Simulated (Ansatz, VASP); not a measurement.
# One calculation of V, two programs

```
V
1.0
     0.00000    2.58398    2.58398
     2.58398    0.00000    2.58398
     2.58398    2.58398    0.00000
V
2
Direct
  0.12500 0.12500 0.12500
  0.87500 0.87500 0.87500
```

Alike in both runs: task single point; functional PBE; k mesh 17 × 17 × 17; occupations fermi-dirac, width 0.1 eV; no spin polarisation.

|  | VASP | Ansatz |
| --- | --- | --- |
| version | VASP 6.6.1 | Ansatz 0.2.0 |
| potentials or method | VASP PAW PBE potentials, release 64 (V_sv), cutoff 520 eV | plane waves (420 eV) with PAW, scalar-relativistic |
| valence electrons in the cell | 26 | 26 |

Ansatz gave:

| Property | Result |
| --- | --- |
| pressure (GPa) | 6.1 |

Problem. What did VASP give for the same quantities?

Solution. Pressure (GPa): 6.8.

The functional is the same, so the differences come from potentials, cutoffs and numerics.
